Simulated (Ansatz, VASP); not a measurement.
## Two plane-wave programs on Be3S5

```
CELL_PARAMETERS angstrom
0.04686 -3.55322 0.04600
3.54254 -0.04601 0.00757
-1.77129 1.65890 10.59616
ATOMIC_POSITIONS crystal
Be 0.30474 0.35107 0.61540
Be 0.72643 0.71047 0.38570
Be 0.06350 0.94287 0.00025
S 0.51063 0.81626 0.89654
S 0.24924 0.89677 0.71692
S 0.75359 0.26896 0.50068
S 0.96771 0.50627 0.09992
S 0.17416 0.75733 0.28459
```

Change from the starting cell: cell x1, atoms moved at random (sigma 0.05 Å) and cell strained at random (1.5 %), then relaxed without symmetry.

Alike in both runs: functional PBE; k mesh 4 × 4 × 4; occupations gaussian, width 0.1 eV; no spin polarisation.

Ansatz relaxed the structure, and its values are those at the end. VASP's run is a single point on that final structure, the one shown.

```csv
,VASP,Ansatz
version,VASP 6.6.1,Ansatz 0.2.0
potentials or method,"VASP PAW PBE potentials, release 64 (Be, S), cutoff 520 eV","scalar-relativistic, plane waves, PAW"
valence electrons in the cell,36,36
```

Ansatz gave:

- gap on the k mesh at the Fermi level (eV): 1.18
- least direct gap on the mesh (eV): 1.74
- pressure (GPa): 0.1
- rms of the force components (eV/Å): 0.009

Task: Estimate VASP's values.

Result: gap on the k mesh at the Fermi level (eV): 1.21; least direct gap on the mesh (eV): 1.76; pressure (GPa): -0.1; rms of the force components (eV/Å): 0.042.

The k mesh is coarse, so the values compare programs but aren't converged.
